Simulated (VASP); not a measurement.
Write the native input for VASP 6.6.1 that does the following.

* Task: single point
* Functional: PBE
* Potentials or basis: VASP PAW PBE potentials, release 64 (Ni)
* Cutoff: 520 eV
* k mesh: 13 × 13 × 13
* Occupations: fermi-dirac, width 0.05 eV
* Spin: collinear spin, ferromagnetic start
* Starting moments: [1.0] μB
* Dipole correction: no
* Further INCAR settings: ALGO = Normal; EDIFF = 1e-06; NBANDS = 15

The structure of Ni lies in POSCAR:

```
Ni
1.0
    0.0000000000      1.7604383569      1.7604383569
    1.7604383569      0.0000000000      1.7604383569
    1.7604383569      1.7604383569      0.0000000000
Ni
1
Direct
    0.0000000000      0.0000000000      0.0000000000
```

The input as run:

INCAR

```
SYSTEM = Ni
  PREC = Accurate
  ENCUT = 520
  EDIFF = 1E-6
  ISMEAR = -1
  SIGMA = 0.05
  LREAL = .FALSE.
  LASPH = .TRUE.
  NELM = 150
  ALGO = Normal
  ISIF = 2
  LWAVE = .FALSE.
  LCHARG = .FALSE.
  ISPIN = 2
  MAGMOM = 1
  LORBIT = 11
  LMAXMIX = 4
  GGA = PE
  NBANDS = 15
```

KPOINTS

```
regular mesh
0
G
  13 13 13
  0 0 0
```

Potentials or basis: VASP PAW PBE potentials, release 64 (Ni).

The run is started by

```sh
$ cat potpaw_PBE.64/Ni/POTCAR > POTCAR
$ mpirun -np 1 vasp_std > vasp.out
```

Results of the run:

| Item | Value |
| --- | --- |
| Pressure | -0.4 GPa |
| Net moment | 0.63 μB per cell |
| Site moments | Ni +0.64 μB |
| Valence electrons inside the program's atomic spheres | Ni 9.30 |

It took 46 s on 1 thread of Intel(R) Xeon(R) Platinum 8259CL CPU @ 2.50GHz (Skylake/Cascade Lake), on a shared host, peak memory 0.14 GiB.
